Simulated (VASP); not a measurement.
# BaNb2 (R-3m) in VASP: single point with PBE

Aim: the single point of BaNb2 with PBE.

Everything below comes from runs of VASP 6.6.1. Logs are shortened: lines on timing, memory, paths and dates and some standing lists are left out, and cuts for length are marked.

**1. The cell of the first run**

It takes space group R-3m (No. 166, trigonal). The conventional cell has a = 3.438 Å, b = 3.438 Å, c = 22.754 Å, α = 90.00°, β = 90.00°, γ = 120.00°. Ba (site symmetry -3m) has 6 Ba at 3.44 Å and 8 Nb at 3.53 to 4.66 Å within 4.7 Å. Within 3.6 Å of Nb (site symmetry 3m) lie 9 Nb at 2.64 to 3.44 Å and 3 Ba at 3.53 Å.

**2. Single point, PBE**

Contents of INCAR:

```
SYSTEM = BaNb2
PREC = Accurate
ENCUT = 520
EDIFF = 1E-6
ISMEAR = 0
SIGMA = 0.1
LREAL = .False.
LASPH = .True.
NELM = 80
ALGO = Fast
ISIF = 2
LWAVE = .False.
LCHARG = .False.
GGA = PE
NBANDS = 25
```

Contents of KPOINTS:

```
regular mesh
0
Gamma
  6 6 6
  0 0 0
```

Contents of POSCAR:

```
BaNb2
1.0
    1.7190566811      0.9924978376      7.5846303443
   -1.7190566811      0.9924978376      7.5846303443
    0.0000000000     -1.9849956752      7.5846303443
Ba Nb
1 2
Direct
    0.0000000000      0.0000000000      0.0000000000
    0.7950819776      0.7950819776      0.7950819776
    0.2049180224      0.2049180224      0.2049180224
```

Potentials or basis: VASP PAW PBE potentials, release 64 (Ba_sv, Nb_sv).

Run with:

```bash
cat potpaw_PBE.64/Ba_sv/POTCAR potpaw_PBE.64/Nb_sv/POTCAR > POTCAR
mpirun -np 1 vasp_std > vasp.out
```

OUTCAR:

```text
SYSTEM = BaNb2
   PREC = Accurate
   ENCUT = 520
   EDIFF = 1E-6
   ISMEAR = 0
   LREAL = .False.
   LASPH = .True.
   NELM = 80
   ISIF = 2
   GGA = PE

 ion  position               nearest neighbor table
   1  0.000  0.000  0.000-   2 3.53   2 3.53   3 3.53   3 3.53   2 3.53   3 3.53
   2  0.795  0.795  0.795-   3 2.64   3 2.64   3 2.64   1 3.53   1 3.53   1 3.53
   3  0.205  0.205  0.205-   2 2.64   2 2.64   2 2.64   1 3.53   1 3.53   1 3.53

  LATTYP: Found a trigonal (rhomboedric) cell.
 ALAT       =     7.8400781431
 COS(alpha) =     0.9038455017

  Lattice vectors:

 A1 = (   1.7190566811,   0.9924978376,   7.5846303443)
 A2 = (  -1.7190566811,   0.9924978376,   7.5846303443)
 A3 = (   0.0000000000,  -1.9849956752,   7.5846303443)

Analysis of symmetry for initial positions (statically):
=====================================================================
 Subroutine PRICEL returns:
 Original cell was already a primitive cell.

 Routine SETGRP: Setting up the symmetry group for a
 trigonal (rhombohedral) supercell.

 Subroutine GETGRP returns: Found 12 space group operations
 (whereof 12 operations were pure point group operations)
 out of a pool of 12 trial point group operations.

The static configuration has the point symmetry D_3d.

Analysis of symmetry for dynamics (positions and initial velocities):
=====================================================================
 Subroutine PRICEL returns:
 Original cell was already a primitive cell.

 Routine SETGRP: Setting up the symmetry group for a
 trigonal (rhombohedral) supercell.

 Subroutine GETGRP returns: Found 12 space group operations
 (whereof 12 operations were pure point group operations)
 out of a pool of 12 trial point group operations.

The dynamic configuration has the point symmetry D_3d.

 Subroutine INISYM returns: Found 12 space group operations
 (whereof 12 operations are pure point group operations),
 and found     1 'primitive' translations

----------------------------------------------------------------------------------------

                                     Primitive cell

  volume of cell :      77.6436

  direct lattice vectors                    reciprocal lattice vectors
     1.719056681  0.992497838  7.584630344     0.290857192  0.167926478  0.043948527
    -1.719056681  0.992497838  7.584630344    -0.290857192  0.167926478  0.043948527
     0.000000000 -1.984995675  7.584630344     0.000000000 -0.335852957  0.043948527

  length of vectors
     7.840078143  7.840078143  7.840078143     0.338716226  0.338716226  0.338716226

  position of ions in fractional coordinates (direct lattice)
     0.000000000  0.000000000  0.000000000
     0.795081978  0.795081978  0.795081978
     0.204918022  0.204918022  0.204918022

  ion indices of the primitive-cell ions
   primitive index   ion index
                 1           1
                 2           2
                 3           3

----------------------------------------------------------------------------------------

 KPOINTS: regular mesh

Automatic generation of k-mesh.
 Grid dimensions read from file:
 generate k-points for:    6    6    6

 Generating k-lattice:

  Cartesian coordinates                     Fractional coordinates (reciprocal lattice)
     0.048476199  0.027987746  0.007324755     0.166666667  0.000000000  0.000000000
    -0.048476199  0.027987746  0.007324755     0.000000000  0.166666667  0.000000000
     0.000000000 -0.055975493  0.007324755     0.000000000  0.000000000  0.166666667

  Length of vectors
     0.056452704  0.056452704  0.056452704

  Shift w.r.t. Gamma in fractional coordinates (k-lattice)
     0.000000000  0.000000000  0.000000000

 Subroutine IBZKPT returns following result:
 ===========================================

 Found     32 irreducible k-points:

 Following reciprocal coordinates:
            Coordinates               Weight
  0.000000  0.000000  0.000000      1.000000
  0.166667  0.000000  0.000000      6.000000
  0.333333 -0.000000  0.000000      6.000000
  0.500000 -0.000000  0.000000      3.000000
  0.166667  0.166667  0.000000      6.000000
  0.333333  0.166667  0.000000     12.000000
[... 16 lines left out ...]
  0.500000  0.500000  0.166667      6.000000
 -0.333333  0.500000  0.166667     12.000000
 [... further k-points ...]
   k-points           NKPTS =     32   k-points in BZ     NKDIM =     32   number of bands    NBANDS=     25
   number of dos      NEDOS =    301   number of ions     NIONS =      3
   total plane-waves  NPLWV = 216000
   dimension x,y,z NGX =    60 NGY =   60 NGZ =   60
   dimension x,y,z NGXF=   120 NGYF=  120 NGZF=  120
   ions per type =               1   2
   NGX,Y,Z   is equivalent  to a cutoff of  12.72, 12.72, 12.72 a.u.
   NGXF,Y,Z  is equivalent  to a cutoff of  25.45, 25.45, 25.45 a.u.
 SYSTEM =  BaNb2
   PREC   = accura    normal or accurate (medium, high low for compatibility)
   ISTART =      0    job   : 0-new  1-cont  2-samecut
   ICHARG =      2    charge: 1-file 2-atom 10-const
   ISPIN  =      1    spin polarized calculation?
   LNONCOLLINEAR =      F non collinear calculations
   LSORBIT =      F    spin-orbit coupling
   LASPH  =      T    aspherical Exc in radial PAW
   ENCUT  =  520.0 eV  38.22 Ry    6.18 a.u.  14.58 14.58 14.58*2*pi/ulx,y,z
   NELM   =     80;   NELMIN=  2; NELMDL= -5     # of ELM steps
   EDIFF  = 0.1E-05   stopping-criterion for ELM
   LREAL  =      F    real-space projection
   EDIFFG = 0.1E-04   stopping-criterion for IOM
   NSW    =      0    number of steps for IOM
   IBRION =     -1    ionic relax: 0-MD 1-quasi-New 2-CG
   NFREE  =      0    steps in history (QN), initial steepest desc. (CG)
   ISIF   =      2    stress and relaxation
   ISYM   =      2    0-nonsym 1-usesym 2-fastsym
   POTIM  = 0.5000    time-step for ionic-motion
   TEBEG  =    0.0;   TEEND  =   0.0 temperature during run
   PSTRESS=    0.0 pullay stress
   NELECT =      36.0000    total number of electrons
   NUPDOWN=      -1.0000    fix difference up-down
   EMIN   =  10.00;   EMAX   =-10.00  energy-range for DOS
   EFERMI =   0.00;   METHOD = LEGACY
   ISMEAR =     0;   SIGMA  =   0.10  broadening in eV -4-tet -1-fermi 0-gaus
   EFERMI_NEDOS =   21; number of points for ismear=-14 and -15
   IALGO  =     68    algorithm
   IMIX   =      4    mixing-type and parameters
     AMIX     =   0.40;   BMIX     =  1.00
     AMIX_MAG =   1.60;   BMIX_MAG =  1.00
  volume/ion in A,a.u.               =      25.88       174.65
  Fermi-wavevector in a.u.,A,eV,Ry     =   1.267089  2.394451 21.844358  1.605515
  Thomas-Fermi vector in A             =   2.400256
   LORBIT       =      0    0 simple, 1 ext, 2 COOP (PROOUT), +10 PAW based schemes
   GGA     = PE    functional components
   LHFCALC =     F    Hartree Fock is set to
   AEXX    =    0.0000 exact exchange contribution
   IVDW    =     0    specifies the selected vdW correction
   LEPSILON=     F    determine dielectric tensor
   LRPA    =     F    only Hartree local field effects (RPA)
 non-spin polarized calculation
 RMM-DIIS sequential band-by-band and
 Gauss-broadening in eV      SIGMA  =   0.10
  energy-cutoff  :      520.00
  volume of cell :       77.64
 maximum number of plane-waves:      2112
 NGX is ok and might be reduce to    60
   NGX = 29   NGY = 29   NGZ = 29

 number of electron      35.9999999 magnetization

 Free energy of the ion-electron system (eV)
  ---------------------------------------------------
  ext. energy  EPLUGINS =         0.00000000
  ---------------------------------------------------
  free energy    TOTEN  =       -19.74580440 eV

  energy without entropy =      -19.73581894  energy(sigma->0) =      -19.74081167

 E-fermi :   6.9085     XC(G=0): -10.6455

 val. band max:        6.8863576958   @ k =   0.3333  -0.0000   0.0000
 cond. band min:       7.0054052633   @ k =  -0.3333   0.1667  -0.0000
 fundamental gap:      0.1190475675
 Fermi energy:         6.9084637804

 k-point     1 :       0.0000    0.0000    0.0000
  band No.  band energies     occupation
      1     -47.7006      2.00000
      2     -47.3346      2.00000
      3     -24.1188      2.00000
      4     -23.7315      2.00000
      5     -23.7315      2.00000
      6     -23.2258      2.00000
[... 17 lines left out ...]
     24       9.9522      0.00000
     25       9.9551      0.00000

 k-point     2 :       0.1667    0.0000    0.0000
  band No.  band energies     occupation
      1     -47.6738      2.00000
      2     -47.3509      2.00000
      3     -24.1255      2.00000
      4     -23.8657      2.00000
      5     -23.7749      2.00000
      6     -23.2392      2.00000
[... 17 lines left out ...]
     24       9.4251      0.00000
     25       9.8809      0.00000

 k-point     3 :       0.3333   -0.0000    0.0000
  band No.  band energies     occupation
      1     -47.6075      2.00000
      2     -47.3961      2.00000
      3     -24.1627      2.00000
      4     -24.0686      2.00000
      5     -23.8530      2.00000
      6     -23.2268      2.00000
[... 17 lines left out ...]
     24       9.8073      0.00000
     25      11.0012      0.00000

 k-point     4 :       0.5000   -0.0000    0.0000
  band No.  band energies     occupation
      1     -47.5573      2.00000
      2     -47.4358      2.00000
      3     -24.2070      2.00000
      4     -24.1383      2.00000
      5     -23.8891      2.00000
      6     -23.1796      2.00000
[... 17 lines left out ...]
     24       9.8588      0.00000
     25      11.6009      0.00000
[... 477 lines left out ...]
 k-point    22 :      -0.1667    0.3333    0.1667
  band No.  band energies     occupation
      1     -47.5575      2.00000
      2     -47.4356      2.00000
      3     -24.1735      2.00000
      4     -24.1210      2.00000
      5     -23.9484      2.00000
      6     -23.2087      2.00000
[... 17 lines left out ...]
     24      10.4801      0.00000
     25      11.0951      0.00000

 k-point    23 :       0.5000    0.5000    0.1667
  band No.  band energies     occupation
      1     -47.6075      2.00000
      2     -47.3961      2.00000
      3     -24.1625      2.00000
      4     -24.0701      2.00000
      5     -23.8531      2.00000
      6     -23.2240      2.00000
[... 17 lines left out ...]
     24      10.1097      0.00000
     25      10.4256      0.00000

 k-point    24 :      -0.3333    0.5000    0.1667
  band No.  band energies     occupation
      1     -47.5575      2.00000
      2     -47.4356      2.00000
      3     -24.1738      2.00000
      4     -24.1215      2.00000
      5     -23.9484      2.00000
      6     -23.2086      2.00000
[... 17 lines left out ...]
     24      10.2623      0.00000
     25      10.6404      0.00000

 [... further k-points ...]
[... 5 lines left out ...]
  --------------------------------------------------------------------------------------
  -------------------------------------------------------------------------------------
  Total        0.3828783      0.3828783      0.3913197      0.0000000      0.0000000      0.0000000
  in kB        7.9007069      7.9007069      8.0748950      0.0000000      0.0000000      0.0000000
  external PRESSURE =       7.9587696 kB  Pullay stress =       0.0000000 kB

 VOLUME and BASIS-vectors are now :
 -----------------------------------------------------------------------------
  energy-cutoff  :      520.00
  volume of cell :       77.64
      direct lattice vectors                 reciprocal lattice vectors
     1.719056681  0.992497838  7.584630344     0.290857192  0.167926478  0.043948527
    -1.719056681  0.992497838  7.584630344    -0.290857192  0.167926478  0.043948527
     0.000000000 -1.984995675  7.584630344     0.000000000 -0.335852957  0.043948527

 POSITION                                       TOTAL-FORCE (eV/Angst)
 -----------------------------------------------------------------------------------
      0.00000      0.00000      0.00000         0.000000     -0.000000      0.000000
      0.00000      0.00000     18.09121         0.000000     -0.000000      0.063318
      0.00000      0.00000      4.66268         0.000000      0.000000     -0.063318
 -----------------------------------------------------------------------------------
    total drift:                                0.000000      0.000000     -0.000000

  FREE ENERGIE OF THE ION-ELECTRON SYSTEM (eV)
  ---------------------------------------------------
  free  energy   TOTEN  =       -19.7458043979 eV

  energy  without entropy=      -19.7358189439  energy(sigma->0) =      -19.74081167
```

Run time: 31 min. Hardware: 1 thread of AMD EPYC 7R13, shared host; peak memory 0.48 GiB.

Results:

* Free energy: -19.7458 eV
* Pressure: 0.8 GPa
* Largest force: 0.063 eV/Å
* Band gap on the k mesh: zero (bands 18 and 19 overlap by 1.05 eV)

Forces in eV/Å, atoms in the order of the input:
```
Ba   0.000  0.000  0.000
Nb   0.000  0.000  0.063
Nb   0.000  0.000 -0.063
```

Levels at points of the mesh, in eV from the Fermi level:
```tsv
k point	band 14	band 15	band 16	band 17	band 18	band 19	band 20	band 21	band 22	band 23
(0.00, 0.00, 0.00)	-2.91	-1.14	-0.84	-0.84	-0.63	-0.63	0.67	1.19	2.44	2.44
(0.50, 0.00, 0.00)	-2.66	-1.54	-1.02	-0.71	-0.56	0.32	0.87	2.58	2.60	2.88
(0.50, 0.50, 0.00)	-1.87	-1.84	-1.72	-0.44	-0.32	0.27	1.09	1.99	2.04	2.63
(0.50, 0.50, 0.50)	-3.20	-1.96	-0.81	-0.81	-0.68	-0.68	0.45	1.61	2.42	2.42
```

Caveat: spin-orbit coupling is left out, which moves the levels of the heavy elements.

The gap in the log of VASP goes by the Fermi energy; the results here count the filled bands.